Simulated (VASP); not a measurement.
# SiO (F-43m) in VASP: further runs

Runs on SiO. Level: r2SCAN+D3(BJ). Tasks: single point.

Program: VASP 6.6.1. These are calculated values, not measurements. Logs are shortened: lines on timing, memory, paths and dates and some standing lists are left out, and cuts for length are marked.

## Step 1: The cell of the first run

Symmetry: F-43m, No. 216, cubic system. Conventional cell: a = 4.888 Å, b = 4.888 Å, c = 4.888 Å, α = 90.00°, β = 90.00°, γ = 90.00°. Si (site symmetry -43m) has 4 O at 2.12 Å within 2.8 Å. Within 2.8 Å of O (site symmetry -43m) lie 4 Si at 2.12 Å.

## Step 2: Single point, r2SCAN+D3(BJ)

Contents of POSCAR:

```
SiO
1.0
    0.0000000000      2.4437700247      2.4437700247
    2.4437700247      0.0000000000      2.4437700247
    2.4437700247      2.4437700247      0.0000000000
Si O
1 1
Direct
    0.7500000000      0.7500000000      0.7500000000
    0.0000000000      0.0000000000      0.0000000000
```

Contents of INCAR.step1:

```
ALGO     = Normal         # electronic algorithm
EDIFF    = 1E-4           # SCF threshold, eV
ENCUT    = 520            # plane-wave cutoff, eV
GGA      = PE             # functional
ISMEAR   = -1             # smearing method
LASPH    = True           # aspherical terms in the spheres
LCHARG   = False          # write CHGCAR
LREAL    = False          # projectors in reciprocal space
LWAVE    = True           # write WAVECAR
NBANDS   = 12             # bands
NELM     = 80             # most SCF steps
PREC     = Accurate       # precision mode
SIGMA    = 0.05           # smearing width, eV
```

Contents of INCAR.step2:

```
ALGO     = Normal         # electronic algorithm
EDIFF    = 1E-6           # SCF threshold, eV
ENCUT    = 520            # plane-wave cutoff, eV
ISIF     = 2              # what is computed and relaxed
ISMEAR   = -1             # smearing method
ISTART   = 1            
IVDW     = 12             # dispersion correction
LASPH    = True           # aspherical terms in the spheres
LCHARG   = True           # write CHGCAR
LELF     = True           # ELF
LMIXTAU  = True         
LREAL    = False          # projectors in reciprocal space
LVHAR    = True         
LWAVE    = False          # write WAVECAR
METAGGA  = R2SCAN         # meta-GGA
NBANDS   = 12             # bands
NELM     = 80             # most SCF steps
PREC     = Accurate       # precision mode
SIGMA    = 0.05           # smearing width, eV
VDW_A1   = 0.49484001   
VDW_A2   = 5.73083694   
VDW_S6   = 1.0          
VDW_S8   = 0.78981345
```

Contents of KPOINTS:

```
k-points
0
Gamma
  9 9 9
```

Potentials or basis: VASP PAW PBE potentials, release 64 (Si, O).

Started as:

```sh
cat potpaw_PBE.64/Si/POTCAR potpaw_PBE.64/O/POTCAR > POTCAR
cp INCAR.step1 INCAR
mpirun -np 1 vasp_std > vasp.out
cp INCAR.step2 INCAR
mpirun -np 1 vasp_std > vasp.out
```

OUTCAR:

```text
EDIFF = 1E-6
   ENCUT = 520
   ISIF = 2
   ISMEAR = -1
   ISTART = 1
   IVDW = 12
   LASPH = True
   LREAL = False
   METAGGA = R2SCAN
   NELM = 80
   PREC = Accurate
 IVDW          = 12

 ion  position               nearest neighbor table
   1  0.750  0.750  0.750-   2 2.12   2 2.12   2 2.12   2 2.12
   2  0.000  0.000  0.000-   1 2.12   1 2.12   1 2.12   1 2.12

  LATTYP: Found a face centered cubic cell.
 ALAT       =     4.8875400494

  Lattice vectors:

 A1 = (   0.0000000000,   2.4437700247,   2.4437700247)
 A2 = (   2.4437700247,   0.0000000000,   2.4437700247)
 A3 = (   2.4437700247,   2.4437700247,   0.0000000000)

Analysis of symmetry for initial positions (statically):
=====================================================================
 Subroutine PRICEL returns:
 Original cell was already a primitive cell.

 Routine SETGRP: Setting up the symmetry group for a
 face centered cubic supercell.

 Subroutine GETGRP returns: Found 24 space group operations
 (whereof 24 operations were pure point group operations)
 out of a pool of 48 trial point group operations.

The static configuration has the point symmetry T_d .

Analysis of symmetry for dynamics (positions and initial velocities):
=====================================================================
 Subroutine PRICEL returns:
 Original cell was already a primitive cell.

 Routine SETGRP: Setting up the symmetry group for a
 face centered cubic supercell.

 Subroutine GETGRP returns: Found 24 space group operations
 (whereof 24 operations were pure point group operations)
 out of a pool of 48 trial point group operations.

The dynamic configuration has the point symmetry T_d .

 Subroutine INISYM returns: Found 24 space group operations
 (whereof 24 operations are pure point group operations),
 and found     1 'primitive' translations

----------------------------------------------------------------------------------------

                                     Primitive cell

  volume of cell :      29.1884

  direct lattice vectors                    reciprocal lattice vectors
     0.000000000  2.443770025  2.443770025    -0.204601904  0.204601904  0.204601904
     2.443770025  0.000000000  2.443770025     0.204601904 -0.204601904  0.204601904
     2.443770025  2.443770025  0.000000000     0.204601904  0.204601904 -0.204601904

  length of vectors
     3.456012712  3.456012712  3.456012712     0.354380893  0.354380893  0.354380893

  position of ions in fractional coordinates (direct lattice)
     0.750000000  0.750000000  0.750000000
     0.000000000  0.000000000  0.000000000

  ion indices of the primitive-cell ions
   primitive index   ion index
                 1           1
                 2           2

----------------------------------------------------------------------------------------

 KPOINTS: k-points

Automatic generation of k-mesh.
 Grid dimensions read from file:
 generate k-points for:    9    9    9

 Generating k-lattice:

  Cartesian coordinates                     Fractional coordinates (reciprocal lattice)
    -0.022733545  0.022733545  0.022733545     0.111111111  0.000000000  0.000000000
     0.022733545 -0.022733545  0.022733545     0.000000000  0.111111111  0.000000000
     0.022733545  0.022733545 -0.022733545     0.000000000  0.000000000  0.111111111

  Length of vectors
     0.039375655  0.039375655  0.039375655

  Shift w.r.t. Gamma in fractional coordinates (k-lattice)
     0.000000000  0.000000000  0.000000000

 Subroutine IBZKPT returns following result:
 ===========================================

 Found     35 irreducible k-points:

 Following reciprocal coordinates:
            Coordinates               Weight
  0.000000  0.000000  0.000000      1.000000
  0.111111  0.000000  0.000000      8.000000
  0.222222  0.000000  0.000000      8.000000
  0.333333  0.000000  0.000000      8.000000
  0.444444  0.000000  0.000000      8.000000
  0.111111  0.111111  0.000000      6.000000
[... 16 lines left out ...]
 -0.333333  0.333333  0.000000     12.000000
  0.444444  0.444444  0.000000      6.000000
 [... further k-points ...]
   k-points           NKPTS =     35   k-points in BZ     NKDIM =     35   number of bands    NBANDS=     12
   number of dos      NEDOS =    301   number of ions     NIONS =      2
   total plane-waves  NPLWV =  21952
   dimension x,y,z NGX =    28 NGY =   28 NGZ =   28
   dimension x,y,z NGXF=    56 NGYF=   56 NGZF=   56
   ions per type =               1   1
   NGX,Y,Z   is equivalent  to a cutoff of  13.47, 13.47, 13.47 a.u.
   NGXF,Y,Z  is equivalent  to a cutoff of  26.94, 26.94, 26.94 a.u.
 SYSTEM =  unknown system
   PREC   = accura    normal or accurate (medium, high low for compatibility)
   ISTART =      1    job   : 0-new  1-cont  2-samecut
   ICHARG =      0    charge: 1-file 2-atom 10-const
   ISPIN  =      1    spin polarized calculation?
   LNONCOLLINEAR =      F non collinear calculations
   LSORBIT =      F    spin-orbit coupling
   LASPH  =      T    aspherical Exc in radial PAW
   ENCUT  =  520.0 eV  38.22 Ry    6.18 a.u.   6.43  6.43  6.43*2*pi/ulx,y,z
   NELM   =     80;   NELMIN=  2; NELMDL=  0     # of ELM steps
   EDIFF  = 0.1E-05   stopping-criterion for ELM
   LREAL  =      F    real-space projection
   EDIFFG = 0.1E-04   stopping-criterion for IOM
   NSW    =      0    number of steps for IOM
   IBRION =     -1    ionic relax: 0-MD 1-quasi-New 2-CG
   NFREE  =      0    steps in history (QN), initial steepest desc. (CG)
   ISIF   =      2    stress and relaxation
   ISYM   =      2    0-nonsym 1-usesym 2-fastsym
   POTIM  = 0.5000    time-step for ionic-motion
   TEBEG  =    0.0;   TEEND  =   0.0 temperature during run
   PSTRESS=    0.0 pullay stress
   NELECT =      10.0000    total number of electrons
   NUPDOWN=      -1.0000    fix difference up-down
   EMIN   =  10.00;   EMAX   =-10.00  energy-range for DOS
   EFERMI =   0.00;   METHOD = LEGACY
   ISMEAR =    -1;   SIGMA  =   0.05  broadening in eV -4-tet -1-fermi 0-gaus
   EFERMI_NEDOS =   21; number of points for ismear=-14 and -15
   IALGO  =     38    algorithm
   IMIX   =      4    mixing-type and parameters
     AMIX     =   0.40;   BMIX     =  1.00
     AMIX_MAG =   1.60;   BMIX_MAG =  1.00
  volume/ion in A,a.u.               =      14.59        98.49
  Fermi-wavevector in a.u.,A,eV,Ry     =   1.145525  2.164728 17.853933  1.312227
  Thomas-Fermi vector in A             =   2.282213
   LORBIT       =      0    0 simple, 1 ext, 2 COOP (PROOUT), +10 PAW based schemes
   METAGGA = R2SCAN    functional components
   LHFCALC =     F    Hartree Fock is set to
   AEXX    =    0.0000 exact exchange contribution
   IVDW    =    12    specifies the selected vdW correction
   LEPSILON=     F    determine dielectric tensor
   LRPA    =     F    only Hartree local field effects (RPA)
 non-spin polarized calculation
  energy-cutoff  :      520.00
  volume of cell :       29.19
 maximum number of plane-waves:       801
 NGX is ok and might be reduce to    28
   NGX = 13   NGY = 13   NGZ = 13

 number of electron      10.0000003 magnetization

 Free energy of the ion-electron system (eV)
  ---------------------------------------------------
  ext. energy  EPLUGINS =         0.00000000
  ---------------------------------------------------
  free energy    TOTEN  =       -15.03833945 eV

  energy without entropy =      -15.03361890  energy(sigma->0) =      -15.03597917

 E-fermi :   6.2609     XC(G=0): -10.3925

 val. band max:        6.2040037771   @ k =  -0.4444   0.4444   0.0000
 cond. band min:       6.3192011630   @ k =  -0.4444   0.4444   0.1111
 fundamental gap:      0.1151973859
 Fermi energy:         6.2608579080

 k-point     1 :       0.0000    0.0000    0.0000
  band No.  band energies     occupation
      1     -16.0181      2.00000
      2      -0.1706      2.00000
      3       0.5124      2.00000
      4       0.5124      2.00000
      5       0.5124      2.00000
      6       9.9642      0.00000
      7       9.9642      0.00000
      8       9.9642      0.00000
      9      17.2183      0.00000
     10      18.2424      0.00000
     11      18.2424      0.00000
     12      19.0342      0.00000

 k-point     2 :       0.1111    0.0000    0.0000
  band No.  band energies     occupation
      1     -15.9512      2.00000
      2      -1.2310      2.00000
      3       0.4569      2.00000
      4       0.4569      2.00000
      5       1.5540      2.00000
      6       9.5258      0.00000
      7      10.0606      0.00000
      8      10.0606      0.00000
      9      17.2805      0.00000
     10      17.2805      0.00000
     11      17.7248      0.00000
     12      18.6889      0.00000

 k-point     3 :       0.2222    0.0000    0.0000
  band No.  band energies     occupation
      1     -15.7744      2.00000
      2      -2.4420      2.00000
      3       0.3231      2.00000
      4       0.3231      2.00000
      5       2.6639      2.00000
      6       8.7763      0.00000
      7      10.2224      0.00000
      8      10.2224      0.00000
      9      16.7197      0.00000
     10      16.7197      0.00000
     11      17.0929      0.00000
     12      19.9795      0.00000

 k-point     4 :       0.3333    0.0000    0.0000
  band No.  band energies     occupation
      1     -15.5599      2.00000
      2      -3.3935      2.00000
      3       0.1816      2.00000
      4       0.1816      2.00000
      5       3.3653      2.00000
      6       8.3474      0.00000
      7      10.2576      0.00000
      8      10.2576      0.00000
      9      16.5067      0.00000
     10      16.9717      0.00000
     11      16.9717      0.00000
     12      20.6970      0.00000

 k-point     5 :       0.4444    0.0000    0.0000
  band No.  band energies     occupation
      1     -15.4117      2.00000
      2      -3.9249      2.00000
      3       0.0946      2.00000
      4       0.0946      2.00000
      5       3.6297      2.00000
      6       8.2662      0.00000
      7      10.2051      0.00000
      8      10.2051      0.00000
      9      16.3695      0.00000
     10      17.5681      0.00000
     11      17.5681      0.00000
     12      20.2452      0.00000
[... 228 lines left out ...]
      1     -15.2922      2.00000
      2      -3.5458      2.00000
      3      -0.8404      2.00000
      4      -0.5781      2.00000
      5       5.0446      2.00000
      6       6.3720      0.19546
      7      10.8656      0.00000
      8      11.4615      0.00000
      9      12.5930      0.00000
     10      18.1713      0.00000
     11      20.6987      0.00000
     12      23.1042      0.00000

 k-point    22 :      -0.4444    0.3333    0.0000
  band No.  band energies     occupation
      1     -15.2225      2.00000
      2      -3.5681      2.00000
      3      -1.4245      2.00000
      4      -0.5183      2.00000
      5       5.5467      2.00000
      6       6.6843      0.00042
      7      10.1656      0.00000
      8      11.3789      0.00000
      9      13.1001      0.00000
     10      18.6099      0.00000
     11      19.4239      0.00000
     12      23.2193      0.00000

 k-point    23 :      -0.3333    0.3333    0.0000
  band No.  band energies     occupation
      1     -15.2415      2.00000
      2      -3.4910      2.00000
      3      -1.7000      2.00000
      4      -0.3178      2.00000
      5       5.7184      1.99996
      6       7.2335      0.00000
      7       9.4270      0.00000
      8      11.1169      0.00000
      9      14.0606      0.00000
     10      17.8566      0.00000
     11      19.1422      0.00000
     12      22.6395      0.00000

 k-point    24 :       0.4444    0.4444    0.0000
  band No.  band energies     occupation
      1     -15.2229      2.00000
      2      -3.7042      2.00000
      3      -0.7244      2.00000
      4      -0.7244      2.00000
      5       4.8085      2.00000
      6       6.0874      1.93954
      7      11.7271      0.00000
      8      11.7271      0.00000
      9      11.9923      0.00000
     10      17.4902      0.00000
     11      22.1170      0.00000
     12      23.5715      0.00000

 [... further k-points ...]

------------------------ aborting loop because EDIFF is reached ----------------------------------------

 Edisp (eV)   -0.21044

 E8    (eV) :    -0.0595

  FORCE on cell =-STRESS in cart. coord.  units (eV):
  Direction    XX          YY          ZZ          XY          YZ          ZX
  --------------------------------------------------------------------------------------
  -------------------------------------------------------------------------------------
  Total       0.06079     0.06079     0.06079     0.00000     0.00000     0.00000
  in kB       3.33685     3.33685     3.33685     0.00000     0.00000     0.00000
  external pressure =        3.34 kB  Pullay stress =        0.00 kB

 VOLUME and BASIS-vectors are now :
 -----------------------------------------------------------------------------
  energy-cutoff  :      520.00
  volume of cell :       29.19
      direct lattice vectors                 reciprocal lattice vectors
     0.000000000  2.443770025  2.443770025    -0.204601904  0.204601904  0.204601904
     2.443770025  0.000000000  2.443770025     0.204601904 -0.204601904  0.204601904
     2.443770025  2.443770025  0.000000000     0.204601904  0.204601904 -0.204601904

 POSITION                                       TOTAL-FORCE (eV/Angst)
 -----------------------------------------------------------------------------------
      3.66566      3.66566      3.66566        -0.000000     -0.000000      0.000000
      0.00000      0.00000      0.00000         0.000000      0.000000     -0.000000
 -----------------------------------------------------------------------------------
    total drift:                                0.000000      0.000000      0.000000

  FREE ENERGIE OF THE ION-ELECTRON SYSTEM (eV)
  ---------------------------------------------------
  free  energy   TOTEN  =       -15.2487748872 eV

  energy  without entropy=      -15.2440543346  energy(sigma->0) =      -15.24641461
```

Run time: 79 s. Hardware: 1 thread of Intel Xeon 8259CL, shared host; peak memory 0.17 GiB.

Results:

| Item | Value |
| --- | --- |
| Free energy | -15.2488 eV |
| Pressure | 0.3 GPa |
| Band gap on the k mesh | zero (bands 5 and 6 overlap by 0.32 eV) |
| Dispersion energy per atom | -0.105 eV |

Levels at points of the mesh, in eV from the Fermi level:
| k point | band 1 | band 2 | band 3 | band 4 | band 5 | band 6 | band 7 | band 8 | band 9 | band 10 |
| --- | --- | --- | --- | --- | --- | --- | --- | --- | --- | --- |
| (0.00, 0.00, 0.00) | -22.28 | -6.43 | -5.75 | -5.75 | -5.75 | 3.70 | 3.70 | 3.70 | 10.96 | 11.98 |

Caveat: three body term missing; the PAW data sets were made with another functional, which shifts forces and pressure a little.

## Step 3: Single point, r2SCAN+D3(BJ)

This run uses another cell than the first one, of 14.41 Å³/atom.

Contents of POSCAR:

```
SiO
1.0
    0.0000000000      2.4336400000      2.4336400000
    2.4336400000      0.0000000000      2.4336400000
    2.4336400000      2.4336400000      0.0000000000
Si O
1 1
Direct
    0.7500000000      0.7500000000      0.7500000000
    0.0000000000      0.0000000000      0.0000000000
```

Contents of INCAR.step1:

```
  ALGO = Normal
  EDIFF = 1E-4
  ENCUT = 520
  GGA = PE
  ISMEAR = -1
  LASPH = True
  LCHARG = False
  LREAL = False
  LWAVE = True
  NBANDS = 12
  NELM = 60
  PREC = Accurate
  SIGMA = 0.05
```

Contents of INCAR.step2:

```
  ALGO = Normal
  EDIFF = 1E-7
  ENCUT = 520
  ISIF = 2
  ISMEAR = -1
  ISTART = 1
  IVDW = 12
  LASPH = True
  LCHARG = False
  LMIXTAU = True
  LREAL = False
  LWAVE = False
  METAGGA = R2SCAN
  NBANDS = 12
  NELM = 60
  PREC = Accurate
  SIGMA = 0.05
  VDW_A1 = 0.49484001
  VDW_A2 = 5.73083694
  VDW_S6 = 1.0
  VDW_S8 = 0.78981345
```

KPOINTS is that of step 2.

Potentials or basis: VASP PAW PBE potentials, release 64 (Si, O).

Started as:

```sh
cat potpaw_PBE.64/Si/POTCAR potpaw_PBE.64/O/POTCAR > POTCAR
cp INCAR.step1 INCAR
mpirun -np 1 vasp_std > vasp.out
cp INCAR.step2 INCAR
mpirun -np 1 vasp_std > vasp.out
```

Run time: 85 s. Hardware: 1 thread of Intel Xeon 8259CL, shared host; peak memory 0.17 GiB.

Results (log left out):

```
Free energy                : -15.2462 eV
Pressure                   : 1.6 GPa
Band gap on the k mesh     : zero (bands 5 and 6 overlap by 0.33 eV)
Dispersion energy per atom : -0.102 eV
```

Levels at points of the mesh, in eV from the Fermi level:
```csv
k point,band 1,band 2,band 3,band 4,band 5,band 6,band 7,band 8,band 9,band 10
"(0.00, 0.00, 0.00)",-22.44,-6.45,-5.87,-5.87,-5.87,3.71,3.71,3.71,11.04,11.98
```

Caveat: three body term missing; the PAW data sets were made with another functional, which shifts forces and pressure a little.
